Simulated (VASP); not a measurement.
NaYC: relaxation of cell and atoms with PBE

Crystal: NaYC.

```
Na Y C
1.0
     3.95670    0.00000    0.00000
     0.00000    3.95670    0.00000
     0.00000    0.00000    4.50920
Na Y C
1 1 1
Direct
  0.00000 0.00000 0.00000
  0.50000 0.50000 0.50000
  0.50000 0.50000 0.00000
```

The cell was generated, and may not be a known phase.

```yaml
Program: VASP 6.6.1
Task: relaxation of cell and atoms
Functional: PBE
Potentials_or_basis: VASP PAW PBE potentials, release 64 (Na_pv, Y_sv, C)
Cutoff: 600 eV
k_mesh: 12 × 12 × 10
Occupations: gaussian, width 0.1 eV
Spin: no spin polarisation
Dipole_correction: no
Further_INCAR_settings: ALGO = Normal; EDIFF = 1e-06; IBRION = 2; EDIFFG = -0.01; NSW = 100; ISIF = 3
```

```
Relaxed volume                        : 23.54 Å³/atom
Relaxed cell                          : a = 3.962 Å, b = 3.962 Å, c = 4.499 Å, α = 90.00°, β = 90.00°, γ = 90.00°
Space group after relaxing (to 0.1 Å) : P4/mmm (No. 123)
Energy gained by relaxing             : 0.1 meV/atom
Ionic steps                           : 4
Pressure after relaxing               : 0.1 GPa
Band gap on the k mesh                : zero (bands 11 and 12 overlap by 2.03 eV)
```

Step by step:
```csv
step,energy change (eV),largest force (eV/Å),pressure (GPa),volume (Å³)
1,0.0000,0.0000,-0.07,70.59
2,-0.0002,0.0000,0.15,70.49
3,-0.0002,0.0000,0.09,70.51
4,-0.0003,0.0000,0.05,70.63
```

Final structure:
```cif
data_structure
_symmetry_space_group_name_H-M 'P 1'
_symmetry_Int_Tables_number 1
_cell_length_a 3.9622
_cell_length_b 3.9622
_cell_length_c 4.4990
_cell_angle_alpha 90.000
_cell_angle_beta 90.000
_cell_angle_gamma 90.000
_cell_volume 70.63
loop_
_atom_site_label
_atom_site_type_symbol
_atom_site_fract_x
_atom_site_fract_y
_atom_site_fract_z
_atom_site_occupancy
Na1 Na 0.00000 0.00000 0.00000 1
Y1 Y 0.50000 0.50000 0.50000 1
C1 C 0.50000 0.50000 0.00000 1
```

Levels at points of the mesh, in eV from the Fermi level:
```tsv
k point	band 8	band 9	band 10	band 11	band 12	band 13	band 14	band 15
(0.00, 0.00, 0.00)	-9.13	-2.12	0.50	0.50	0.63	0.73	3.38	3.38
(0.50, 0.00, 0.00)	-8.82	-2.02	-0.11	0.64	1.06	1.69	2.39	2.43
(0.50, 0.50, 0.00)	-8.63	-1.11	-1.11	-0.48	1.31	2.07	2.07	4.65
(0.00, 0.00, 0.50)	-7.78	-2.85	-1.36	-0.59	-0.59	0.91	3.13	3.85
(0.50, 0.00, 0.50)	-7.46	-2.48	-2.35	-0.46	0.16	0.87	2.55	4.93
(0.50, 0.50, 0.50)	-7.26	-2.16	-1.96	-1.96	0.00	3.25	3.25	4.68
```

It took 5.8 min on 1 thread of Intel(R) Xeon(R) Platinum 8488C (Sapphire Rapids), on a shared host, peak memory 0.41 GiB.
